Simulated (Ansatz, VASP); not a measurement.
# Two plane-wave programs on Rb

```
Rb
1.0
     0.00000    5.28311    5.28311
     5.28311    0.00000    5.28311
     5.28311    5.28311    0.00000
Rb
2
Direct
  0.12500 0.12500 0.12500
  0.87500 0.87500 0.87500
```

Alike in both runs: task single point; functional r2SCAN; k mesh 6 × 6 × 6; occupations fermi-dirac, width 0.1 eV; no spin polarisation.

|  | VASP | Ansatz |
| --- | --- | --- |
| version | VASP 6.6.1 | Ansatz 0.2.0 |
| potentials or method | VASP PAW PBE potentials, release 64 (Rb_sv), cutoff 520 eV | plane waves (500 eV) with PAW, scalar-relativistic |
| valence electrons in the cell | 18 | 18 |

|  | VASP | Ansatz | Ansatz less VASP |
| --- | --- | --- | --- |
| pressure (GPa) | 0.0 | 0.0 | 0.00 |

VASP's potentials were made for PBE, not for r2SCAN.
